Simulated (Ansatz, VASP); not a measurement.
## Two plane-wave programs on HfC

```xyz
2
Lattice="0.0000 2.5258 1.9701 2.5258 0.0000 1.9701 2.5258 2.5258 0.0000" Properties=species:S:1:pos:R:3 pbc="T T T"
Hf    2.5258    2.5258    1.9701
C     0.0000    0.0000    0.0000
```

Alike in both runs: task single point; functional PBEsol; k mesh 20 × 20 × 20; occupations gaussian, width 0.15 eV; no spin polarisation.

```csv
,VASP,Ansatz
version,VASP 6.6.1,Ansatz 0.2.0
potentials or method,"VASP PAW PBE potentials, release 64 (Hf_pv, C), cutoff 520 eV","scalar-relativistic, plane waves, PAW"
valence electrons in the cell,14,30
```

VASP gave:

| Property | Result |
| --- | --- |
| gap on the k mesh at the Fermi level (eV) | none |
| pressure (GPa) | 22.5 |
| traceless stress, the component that is largest in VASP (GPa) | 100.28 |

Task: Which values does Ansatz return?

Result: gap on the k mesh at the Fermi level (eV): none; pressure (GPa): 21.6; traceless stress, the component that is largest in VASP (GPa): 97.56.

VASP's potentials were made for PBE, not for PBEsol. A gap of «none» marks a metal or a gap that the smearing closes. VASP's potentials hold 14 valence electrons a cell and Ansatz's 30, so a difference there can come from the potentials and not from the codes.

Neither program's run includes spin-orbit coupling.
